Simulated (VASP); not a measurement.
**C: single point with PBE**

The system is C.

```xyz
2
Lattice="-1.2627 1.2627 1.7858 1.2627 -1.2627 1.7858 1.2627 1.2627 -1.7858" Properties=species:S:1:pos:R:3 pbc="T T T"
C     1.2627   -1.2627    1.7858
C     0.0000    1.2627    0.8929
```

```json
{"Program": "VASP 6.6.1", "Task": "single point", "Functional": "PBE", "Potentials or basis": "VASP PAW PBE potentials, release 64 (C)", "Cutoff": "600 eV", "k mesh": "17 × 17 × 12", "Occupations": "fermi-dirac, width 0.1 eV", "Spin": "no spin polarisation"}
```

| Quantity | Value |
| --- | --- |
| Pressure | 0.0 GPa |
| Band gap on the k mesh | 4.12 eV (least direct gap 5.58 eV) |

Levels at points of the mesh, in eV from the valence-band top:
```csv
k point,band 1,band 2,band 3,band 4,band 5,band 6,band 7,band 8
"(0.00, 0.00, 0.00)",-21.42,0.00,0.00,0.00,5.58,5.58,5.58,13.24
"(0.00, 0.00, 0.50)",-12.74,-12.74,-6.27,-6.27,4.75,4.75,16.74,16.74
```

It took 110 s on 1 thread of Intel(R) Xeon(R) Platinum 8375C CPU @ 2.90GHz (Ice Lake), on a shared host, peak memory 0.3 GiB.

Caveat: an odd mesh through Γ misses points on the zone boundary, where band edges can lie.
